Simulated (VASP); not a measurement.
# TiO2 (P4_2/mnm) in VASP: notebook

TiO2 is run at these levels: PBE+D3(BJ); tasks: single point, relaxation of cell and atoms.

Everything below comes from runs of VASP 6.6.1. Logs are shortened: lines on timing, memory, paths and dates and some standing lists are left out, and cuts for length are marked.

## 1. The cell of the first run

Symmetry: P4_2/mnm, No. 136, tetragonal system. The conventional cell has a = 4.608 Å, b = 4.608 Å, c = 2.954 Å, α = 90.00°, β = 90.00°, γ = 90.00°. Ti (site symmetry mmm) has 6 O at 1.95 to 1.98 Å within 2.6 Å. Within 2.6 Å of O (site symmetry m2m) lie 3 Ti at 1.95 to 1.98 Å and 1 O at 2.55 Å.

## 2. Single point, PBE+D3(BJ)

INCAR

```
SYSTEM = TiO2
PREC = Accurate
ENCUT = 520
EDIFF = 1E-7
ISMEAR = 0
SIGMA = 0.02
LREAL = .False.
LASPH = .True.
NELM = 100
ALGO = Normal
ISIF = 2
LWAVE = .False.
LCHARG = .False.
GGA = PE
IVDW = 12
NBANDS = 33
```

KPOINTS

```
regular mesh
0
Gamma
  6 6 10
  0 0 0
```

POSCAR

```
TiO2
1.0
    4.6082639729      0.0000000000      0.0000000000
    0.0000000000      4.6082639729      0.0000000000
    0.0000000000      0.0000000000      2.9542483691
Ti O
2 4
Direct
    0.0000000000      0.0000000000      0.0000000000
    0.5000000000      0.5000000000      0.5000000000
    0.3043786410      0.3043786410      0.0000000000
    0.1956213590      0.8043786410      0.5000000000
    0.6956213590      0.6956213590      0.0000000000
    0.8043786410      0.1956213590      0.5000000000
```

Potentials or basis: VASP PAW PBE potentials, release 64 (Ti_sv, O).

Run with:

```
$ cat potpaw_PBE.64/Ti_sv/POTCAR potpaw_PBE.64/O/POTCAR > POTCAR
$ mpirun -np 1 vasp_std > vasp.out
```

OUTCAR:

```text
SYSTEM = TiO2
   PREC = Accurate
   ENCUT = 520
   EDIFF = 1E-7
   ISMEAR = 0
   LREAL = .False.
   LASPH = .True.
   NELM = 100
   ISIF = 2
   GGA = PE
   IVDW = 12
 IVDW          = 12

 ion  position               nearest neighbor table
   1  0.000  0.000  0.000-   4 1.95   6 1.95   4 1.95   6 1.95   5 1.98   3 1.98
   2  0.500  0.500  0.500-   3 1.95   5 1.95   3 1.95   5 1.95   4 1.98   6 1.98
   3  0.304  0.304  0.000-   2 1.95   2 1.95   1 1.98
   4  0.196  0.804  0.500-   1 1.95   1 1.95   2 1.98
   5  0.696  0.696  0.000-   2 1.95   2 1.95   1 1.98
   6  0.804  0.196  0.500-   1 1.95   1 1.95   2 1.98

  LATTYP: Found a simple tetragonal cell.
 ALAT       =     4.6082639729
 C/A-ratio  =     0.6410762028

  Lattice vectors:

 A1 = (   4.6082639729,   0.0000000000,   0.0000000000)
 A2 = (   0.0000000000,   4.6082639729,   0.0000000000)
 A3 = (   0.0000000000,   0.0000000000,   2.9542483691)

Analysis of symmetry for initial positions (statically):
=====================================================================
 Subroutine PRICEL returns:
 Original cell was already a primitive cell.

 Routine SETGRP: Setting up the symmetry group for a
 simple tetragonal supercell.

 Subroutine GETGRP returns: Found 16 space group operations
 (whereof  8 operations were pure point group operations)
 out of a pool of 16 trial point group operations.

The static configuration has the point symmetry D_2h.
 The point group associated with its full space group is D_4h.

Analysis of symmetry for dynamics (positions and initial velocities):
=====================================================================
 Subroutine PRICEL returns:
 Original cell was already a primitive cell.

 Routine SETGRP: Setting up the symmetry group for a
 simple tetragonal supercell.

 Subroutine GETGRP returns: Found 16 space group operations
 (whereof  8 operations were pure point group operations)
 out of a pool of 16 trial point group operations.

The dynamic configuration has the point symmetry D_2h.
 The point group associated with its full space group is D_4h.

 Subroutine INISYM returns: Found 16 space group operations
 (whereof  8 operations are pure point group operations),
 and found     1 'primitive' translations

----------------------------------------------------------------------------------------

                                     Primitive cell

  volume of cell :      62.7367

  direct lattice vectors                    reciprocal lattice vectors
[... 100 lines left out ...]
   NFREE  =      0    steps in history (QN), initial steepest desc. (CG)
   ISIF   =      2    stress and relaxation
   ISYM   =      2    0-nonsym 1-usesym 2-fastsym
   POTIM  = 0.5000    time-step for ionic-motion
   TEBEG  =    0.0;   TEEND  =   0.0 temperature during run
   PSTRESS=    0.0 pullay stress
   NELECT =      48.0000    total number of electrons
   NUPDOWN=      -1.0000    fix difference up-down
   EMIN   =  10.00;   EMAX   =-10.00  energy-range for DOS
   EFERMI =   0.00;   METHOD = LEGACY
   ISMEAR =     0;   SIGMA  =   0.02  broadening in eV -4-tet -1-fermi 0-gaus
   EFERMI_NEDOS =   21; number of points for ismear=-14 and -15
   IALGO  =     38    algorithm
   IMIX   =      4    mixing-type and parameters
     AMIX     =   0.40;   BMIX     =  1.00
     AMIX_MAG =   1.60;   BMIX_MAG =  1.00
  volume/ion in A,a.u.               =      10.46        70.56
  Fermi-wavevector in a.u.,A,eV,Ry     =   1.497320  2.829525 30.503822  2.241968
  Thomas-Fermi vector in A             =   2.609223
   LORBIT       =      0    0 simple, 1 ext, 2 COOP (PROOUT), +10 PAW based schemes
   GGA     = PE    functional components
   LHFCALC =     F    Hartree Fock is set to
   AEXX    =    0.0000 exact exchange contribution
   IVDW    =    12    specifies the selected vdW correction
   LEPSILON=     F    determine dielectric tensor
   LRPA    =     F    only Hartree local field effects (RPA)
 non-spin polarized calculation
 Gauss-broadening in eV      SIGMA  =   0.02
  energy-cutoff  :      520.00
  volume of cell :       62.74
 maximum number of plane-waves:      1720
 NGX is ok and might be reduce to    36
   NGX = 17   NGY = 17   NGZ = 11

 number of electron      48.0000021 magnetization

 Free energy of the ion-electron system (eV)
  ---------------------------------------------------
  ext. energy  EPLUGINS =         0.00000000
  ---------------------------------------------------
  free energy    TOTEN  =       -53.65631082 eV

  energy without entropy =      -53.65631082  energy(sigma->0) =      -53.65631082

 E-fermi :   5.0392     XC(G=0): -11.3857

 val. band max:        4.7950566261   @ k =   0.0000   0.0000   0.0000
 cond. band min:       6.6369224081   @ k =   0.0000   0.0000   0.0000
 fundamental gap:      1.8418657820
 Fermi energy:         5.0391538868

 k-point     1 :       0.0000    0.0000    0.0000
  band No.  band energies     occupation
      1     -52.1384      2.00000
      2     -52.1218      2.00000
      3     -28.4413      2.00000
      4     -28.4413      2.00000
      5     -28.2799      2.00000
      6     -28.2799      2.00000
[... 853 lines left out ...]
     32      10.0795      0.00000
     33      11.2572      0.00000

 [... further k-points ...]

------------------------ aborting loop because EDIFF is reached ----------------------------------------

 Edisp (eV)   -1.48434

 E8    (eV) :    -0.5909

  FORCE on cell =-STRESS in cart. coord.  units (eV):
  Direction    XX          YY          ZZ          XY          YZ          ZX
  --------------------------------------------------------------------------------------
  -------------------------------------------------------------------------------------
  Total       0.22769     0.22769     0.34845    -0.00000     0.00000     0.00000
  in kB       5.81476     5.81476     8.89881    -0.00000     0.00000     0.00000
  external pressure =        6.84 kB  Pullay stress =        0.00 kB

 VOLUME and BASIS-vectors are now :
 -----------------------------------------------------------------------------
  energy-cutoff  :      520.00
  volume of cell :       62.74
      direct lattice vectors                 reciprocal lattice vectors
     4.608263973  0.000000000  0.000000000     0.217001458  0.000000000  0.000000000
     0.000000000  4.608263973  0.000000000     0.000000000  0.217001458  0.000000000
     0.000000000  0.000000000  2.954248369     0.000000000  0.000000000  0.338495575

 POSITION                                       TOTAL-FORCE (eV/Angst)
 -----------------------------------------------------------------------------------
      0.00000      0.00000      0.00000         0.000000     -0.000000      0.000000
      2.30413      2.30413      1.47712         0.000000     -0.000000      0.000000
      1.40266      1.40266      0.00000        -0.018360     -0.018360     -0.000000
      0.90147      3.70679      1.47712         0.018360     -0.018360     -0.000000
      3.20561      3.20561      0.00000         0.018360      0.018360      0.000000
      3.70679      0.90147      1.47712        -0.018360      0.018360      0.000000
 -----------------------------------------------------------------------------------
    total drift:                                0.000000     -0.000000     -0.000000

  FREE ENERGIE OF THE ION-ELECTRON SYSTEM (eV)
  ---------------------------------------------------
  free  energy   TOTEN  =       -55.1406554433 eV

  energy  without entropy=      -55.1406554433  energy(sigma->0) =      -55.14065544
```

OSZICAR:

```text
N       E                     dE             d eps       ncg     rms          rms(c)
DAV:   1     0.649434182255E+03    0.64943E+03   -0.24252E+04  3960   0.172E+03
DAV:   2     0.262363422893E+02   -0.62320E+03   -0.57434E+03  4281   0.511E+02
DAV:   3    -0.664844035933E+02   -0.92721E+02   -0.90911E+02  5463   0.189E+02
[... 10 lines left out ...]
DAV:  14    -0.536563381325E+02    0.13025E-04   -0.10506E-04  5193   0.755E-02    0.454E-02
DAV:  15    -0.536563098615E+02    0.28271E-04   -0.72339E-05  5337   0.830E-02    0.352E-03
DAV:  16    -0.536563109803E+02   -0.11188E-05   -0.62159E-06  4627   0.175E-02    0.527E-03
DAV:  17    -0.536563109163E+02    0.63914E-07   -0.11690E-06  4972   0.140E-02    0.207E-03
DAV:  18    -0.536563108129E+02    0.10348E-06   -0.16341E-07  3427   0.430E-03    0.338E-04
DAV:  19    -0.536563108232E+02   -0.10325E-07   -0.33587E-08  2316   0.132E-03
   1 F= -.55140655E+02 E0= -.55140655E+02  d E =-.637117E-69
```

stdout:

```text
POSCAR found type information on POSCAR TiO
 POSCAR found :  2 types and       6 ions
 scaLAPACK will be used
 LDA part: xc-table for (Slater+PW92), standard interpolation
 POSCAR, INCAR and KPOINTS ok, starting setup
 FFT: planning ... GRIDC
 FFT: planning ... GRID_SOFT
 FFT: planning ... GRID
 WAVECAR not read
 entering main loop
```

It took 70 s on 1 thread of Intel Xeon Platinum 8488C (Sapphire Rapids), shared host; peak memory 0.24 GiB.

Results:

```
Free energy                : -55.1407 eV
Pressure                   : 0.7 GPa
Largest force              : 0.026 eV/Å
Band gap on the k mesh     : 1.84 eV
Dispersion energy per atom : -0.247 eV
```

Forces on the atoms (eV/Å):
```
Ti   0.000  0.000  0.000
Ti   0.000  0.000  0.000
O   -0.018 -0.018  0.000
O    0.018 -0.018  0.000
O    0.018  0.018  0.000
O   -0.018  0.018  0.000
```

## 3. Relaxation of cell and atoms, PBE+D3(BJ)

This run uses another cell than the first one, of 10.65 Å³/atom.

INCAR

```
SYSTEM = TiO2
ALGO = Normal
EDIFF = 1E-6
EDIFFG = -0.005
ENCUT = 600
GGA = PE
IBRION = 2
ISIF = 3
ISMEAR = 0
IVDW = 12
LASPH = .True.
LCHARG = .False.
LREAL = .False.
LWAVE = .False.
NELM = 100
NSW = 70
PREC = Accurate
SIGMA = 0.02
```

KPOINTS

```
k-points
0
Gamma
  6 6 10
  0 0 0
```

POSCAR

```
TiO2
1.0
    4.6432750094      0.0000000000      0.0000000000
    0.0000000000      4.6432750094      0.0000000000
    0.0000000000      0.0000000000      2.9638820250
Ti O
2 4
Direct
    0.0000000000      0.0000000000      0.0000000000
    0.5000000000      0.5000000000      0.5000000000
    0.3051282522      0.3051282522      0.0000000000
    0.1948717478      0.8051282522      0.5000000000
    0.6948717478      0.6948717478      0.0000000000
    0.8051282522      0.1948717478      0.5000000000
```

Potentials or basis: VASP PAW PBE potentials, release 64 (Ti_sv, O).

Run with:

```
$ cat potpaw_PBE.64/Ti_sv/POTCAR potpaw_PBE.64/O/POTCAR > POTCAR
$ mpirun -np 1 vasp_std > vasp.out
```

OUTCAR:

```text
SYSTEM = TiO2
   EDIFF = 1E-6
   EDIFFG = -0.005
   ENCUT = 600
   GGA = PE
   IBRION = 2
   ISIF = 3
   ISMEAR = 0
   IVDW = 12
   LASPH = .True.
   LREAL = .False.
   NELM = 100
   NSW = 70
   PREC = Accurate
 IVDW          = 12

 ion  position               nearest neighbor table
   1  0.000  0.000  0.000-   4 1.96   6 1.96   4 1.96   6 1.96   5 2.00   3 2.00
   2  0.500  0.500  0.500-   3 1.96   5 1.96   3 1.96   5 1.96   4 2.00   6 2.00
   3  0.305  0.305  0.000-   2 1.96   2 1.96   1 2.00
   4  0.195  0.805  0.500-   1 1.96   1 1.96   2 2.00
   5  0.695  0.695  0.000-   2 1.96   2 1.96   1 2.00
   6  0.805  0.195  0.500-   1 1.96   1 1.96   2 2.00

  LATTYP: Found a simple tetragonal cell.
 ALAT       =     4.6432750094
 C/A-ratio  =     0.6383171402

  Lattice vectors:

 A1 = (   4.6432750094,   0.0000000000,   0.0000000000)
 A2 = (   0.0000000000,   4.6432750094,   0.0000000000)
 A3 = (   0.0000000000,   0.0000000000,   2.9638820250)

Analysis of symmetry for initial positions (statically):
=====================================================================
 Subroutine PRICEL returns:
 Original cell was already a primitive cell.

 Routine SETGRP: Setting up the symmetry group for a
 simple tetragonal supercell.

 Subroutine GETGRP returns: Found 16 space group operations
 (whereof  8 operations were pure point group operations)
 out of a pool of 16 trial point group operations.

The static configuration has the point symmetry D_2h.
[... 157 lines left out ...]
  energy-cutoff  :      600.00
  volume of cell :       63.90
 maximum number of plane-waves:      2158
 NGX is ok and might be reduce to    40
   NGX = 19   NGY = 19   NGZ = 11

--------------------------------------- Ionic step        1  -------------------------------------------

 number of electron      47.9999980 magnetization

 Free energy of the ion-electron system (eV)
  ---------------------------------------------------
  ext. energy  EPLUGINS =         0.00000000
  ---------------------------------------------------
  free energy    TOTEN  =       -53.68460475 eV

  energy without entropy =      -53.68460475  energy(sigma->0) =      -53.68460475

------------------------ aborting loop because EDIFF is reached ----------------------------------------

 Edisp (eV)   -1.45623

 E8    (eV) :    -0.5797
[... 255 lines left out ...]
--------------------------------------- Ionic step        7  -------------------------------------------

 number of electron      47.9999986 magnetization

 Free energy of the ion-electron system (eV)
  ---------------------------------------------------
  ext. energy  EPLUGINS =         0.00000000
  ---------------------------------------------------
  free energy    TOTEN  =       -53.67072705 eV

  energy without entropy =      -53.67072705  energy(sigma->0) =      -53.67072705

 E-fermi :   5.0362     XC(G=0): -11.3786

 val. band max:        4.7842883943   @ k =   0.0000   0.0000   0.0000
 cond. band min:       6.6159827346   @ k =   0.0000   0.0000   0.0000
 fundamental gap:      1.8316943403
 Fermi energy:         5.0362047649

 k-point     1 :       0.0000    0.0000    0.0000
  band No.  band energies     occupation
      1     -52.1612      2.00000
      2     -52.1448      2.00000
      3     -28.4627      2.00000
      4     -28.4627      2.00000
      5     -28.3024      2.00000
      6     -28.3024      2.00000
[... 733 lines left out ...]
     27       7.8730      0.00000
     28       7.8730      0.00000

 [... further k-points ...]

------------------------ aborting loop because EDIFF is reached ----------------------------------------

 Edisp (eV)   -1.48214

 E8    (eV) :    -0.5901
[... 29 lines left out ...]
  FREE ENERGIE OF THE ION-ELECTRON SYSTEM (eV)
  ---------------------------------------------------
  free  energy   TOTEN  =       -55.1528693936 eV

  energy  without entropy=      -55.1528693936  energy(sigma->0) =      -55.15286939

 reached required accuracy - stopping structural energy minimisation
```

OSZICAR:

```text
N       E                     dE             d eps       ncg     rms          rms(c)
DAV:   1     0.723383246560E+03    0.72338E+03   -0.27286E+04  3360   0.222E+03
DAV:   2     0.672266279041E+02   -0.65616E+03   -0.63498E+03  3472   0.617E+02
DAV:   3    -0.651516735933E+02   -0.13238E+03   -0.12846E+03  5268   0.229E+02
DAV:   4    -0.710810607892E+02   -0.59294E+01   -0.59232E+01  4616   0.535E+01
[... 56 lines left out ...]
       N       E                     dE             d eps       ncg     rms          rms(c)
DAV:   1    -0.536707402530E+02   -0.27736E-03   -0.25362E-03  3436   0.506E-01    0.385E-02
DAV:   2    -0.536707342085E+02    0.60445E-05   -0.13279E-04  4304   0.927E-02    0.228E-02
DAV:   3    -0.536707274488E+02    0.67597E-05   -0.22744E-05  4992   0.464E-02    0.639E-03
DAV:   4    -0.536707270537E+02    0.39509E-06   -0.33585E-06  3164   0.162E-02
   7 F= -.55152869E+02 E0= -.55152869E+02  d E =-.839943E-05
```

CONTCAR:

```text
TiO2
   1.00000000000000
     4.6092096761193018   -0.0000000000000000    0.0000000000000000
    -0.0000000000000000    4.6092096761193018    0.0000000000000000
     0.0000000000000000    0.0000000000000000    2.9573021635271419
  Ti              O
     2     4
Direct
     0.0000000000000000    0.0000000000000000    0.0000000000000000
     0.5000000000000000    0.5000000000000000    0.5000000000000000
     0.3042236073535760    0.3042236073535760    0.0000000000000000
     0.1957763926464240    0.8042236073535759    0.5000000000000000
     0.6957763926464241    0.6957763926464241    0.0000000000000000
     0.8042236073535759    0.1957763926464240    0.5000000000000000

  0.00000000E+00  0.00000000E+00  0.00000000E+00
  0.00000000E+00  0.00000000E+00  0.00000000E+00
  0.00000000E+00  0.00000000E+00  0.00000000E+00
  0.00000000E+00  0.00000000E+00  0.00000000E+00
  0.00000000E+00  0.00000000E+00  0.00000000E+00
  0.00000000E+00  0.00000000E+00  0.00000000E+00
```

Run time: 4.3 min. Hardware: 1 thread of Intel Xeon Platinum 8488C (Sapphire Rapids), shared host; peak memory 0.27 GiB.

Results:

```yaml
Free_energy: -55.1529 eV
Relaxed_volume: 10.47 Å³/atom
Relaxed_cell: a = 4.609 Å, b = 4.609 Å, c = 2.957 Å, α = 90.00°, β = 90.00°, γ = 90.00°
Space_group_after_relaxing_to_0.1_Å: P4_2/mnm (No. 136)
Energy_gained_by_relaxing: 2.0 meV/atom
Ionic_steps: 7
Pressure_after_relaxing: 0.0 GPa
Largest_force_after_relaxing: 0.004 eV/Å
Band_gap_on_the_k_mesh: 1.83 eV
Dispersion_energy_per_atom: -0.247 eV
```

Forces on the atoms (eV/Å):
```
Ti   0.000  0.000  0.000
Ti   0.000  0.000  0.000
O    0.003  0.003  0.000
O   -0.003  0.003  0.000
O   -0.003 -0.003  0.000
O    0.003 -0.003  0.000
```

The path:
```tsv
step	energy change (eV)	largest force (eV/Å)	pressure (GPa)	volume (Å³)
1	0.0000	0.0308	-3.35	63.90
2	0.0027	0.1727	4.16	61.87
3	-0.0104	0.0974	0.11	62.93
4	-0.0120	0.0144	0.01	62.84
5	-0.0120	0.0054	0.02	62.82
6	-0.0120	0.0077	0.02	62.82
7	-0.0120	0.0038	-0.02	62.83
```

Final structure:
```xyz
6
Lattice="4.6092 0.0000 0.0000 0.0000 4.6092 0.0000 0.0000 0.0000 2.9573" Properties=species:S:1:pos:R:3 pbc="T T T"
Ti    0.0000    0.0000    0.0000
Ti    2.3046    2.3046    1.4787
O     1.4022    1.4022    0.0000
O     0.9024    3.7068    1.4787
O     3.2070    3.2070    0.0000
O     3.7068    0.9024    1.4787
```

Levels at points of the mesh, in eV from the valence-band top:
```csv
k point,band 21,band 22,band 23,band 24,band 25,band 26,band 27,band 28
"(0.00, 0.00, 0.00)",-0.70,-0.46,-0.46,0.00,1.83,2.11,2.37,2.47
"(0.50, 0.00, 0.00)",-1.63,-1.63,-0.74,-0.74,2.49,2.49,2.99,2.99
"(0.50, 0.50, 0.00)",-1.30,-1.30,-1.08,-1.08,1.86,1.86,2.49,2.49
"(0.00, 0.00, 0.50)",-2.34,-2.34,-1.42,-1.42,2.93,2.93,3.16,3.16
"(0.50, 0.00, 0.50)",-2.03,-2.03,-1.03,-1.03,1.88,1.88,3.18,3.18
"(0.50, 0.50, 0.50)",-1.28,-1.28,-0.68,-0.68,2.57,2.57,3.17,3.17
```

A k mesh can miss the band edges.
